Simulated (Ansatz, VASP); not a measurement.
## In: VASP beside Ansatz

```
CELL_PARAMETERS angstrom
3.43260 0.00000 0.00000
-1.71630 2.97272 0.00000
0.00000 0.00000 11.14936
ATOMIC_POSITIONS crystal
In 0.00000 0.00000 0.00000
In 0.00000 0.00000 0.50000
In 0.33333 0.66667 0.25000
In 0.66667 0.33333 0.75000
```

Alike in both runs: task single point; functional revPBE; k mesh 12 × 12 × 4; occupations fermi-dirac, width 0.1 eV; no spin polarisation.

```csv
,VASP,Ansatz
version,VASP 6.6.1,Ansatz 0.2.0
potentials or method,"VASP PAW PBE potentials, release 64 (In_d), cutoff 520 eV","plane waves (420 eV) with PAW, scalar-relativistic"
valence electrons in the cell,52,52
```

|  | VASP | Ansatz | Ansatz less VASP |
| --- | --- | --- | --- |
| pressure (GPa) | 0.0 | 0.0 | +0.03 |

VASP's potentials were made for PBE, not for revPBE.
